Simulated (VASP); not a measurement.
A run of VASP 6.6.1 is set up as follows.

INCAR

```
PREC = Accurate
ENCUT = 520
EDIFF = 1E-6
ISMEAR = 0
SIGMA = 0.1
LREAL = False
LASPH = True
NELM = 150
ALGO = Normal
ISIF = 2
LWAVE = False
LCHARG = True
ISPIN = 2
MAGMOM = 0 3 0 0 0 0 0 0 0 0
LORBIT = 11
LMAXMIX = 4
GGA = PE
LELF = True
LVHAR = True
NBANDS = 44
```

Contents of KPOINTS:

```
regular mesh
0
Gamma
  2 2 4
```

Contents of POSCAR:

```
YCrC4N4
1.0
    7.7971313695      0.0000000000      0.0000000000
    0.0000000000      7.7971313695      0.0000000000
    0.0000000000      0.0000000000      3.9333166599
Y Cr C N
1 1 4 4
Direct
    0.5000000000      0.5000000000      0.0000000000
    0.0000000000      0.0000000000      0.0000000000
    0.1839361929      0.8160638071      0.0000000000
    0.8160638071      0.1839361929      0.0000000000
    0.1839361929      0.1839361929      0.0000000000
    0.8160638071      0.8160638071      0.0000000000
    0.2905885460      0.7094114540      0.0000000000
    0.7094114540      0.2905885460      0.0000000000
    0.2905885460      0.2905885460      0.0000000000
    0.7094114540      0.7094114540      0.0000000000
```

Potentials or basis: VASP PAW PBE potentials, release 64 (Y_sv, Cr_pv, C, N).

Run with:

```sh
$ cat potpaw_PBE.64/Y_sv/POTCAR potpaw_PBE.64/Cr_pv/POTCAR potpaw_PBE.64/C/POTCAR potpaw_PBE.64/N/POTCAR > POTCAR
$ mpirun -np 1 vasp_std > vasp.out
```

Q: What does it give for the pressure?

A: 0.4 GPa.

Q: Estimate the net moment.

A: 3.76 μB per cell.

Q: Predict the site moments.

A: Y -0.02; Cr +3.18; C -0.04; N +0.06 μB.

Forces in eV/Å, atoms in the order of the input:
```
Y    0.000  0.000  0.000
Cr   0.000  0.000  0.000
C   -0.239  0.239  0.000
C    0.239 -0.239  0.000
C   -0.239 -0.239  0.000
C    0.239  0.239  0.000
N    0.239 -0.239  0.000
N   -0.239  0.239  0.000
N    0.239  0.239  0.000
N   -0.239 -0.239  0.000
```

Caveat: the k points lie up to 0.40 Å⁻¹ apart; a cell with one magnetic atom can't hold antiferromagnetic order, which such compounds often take.
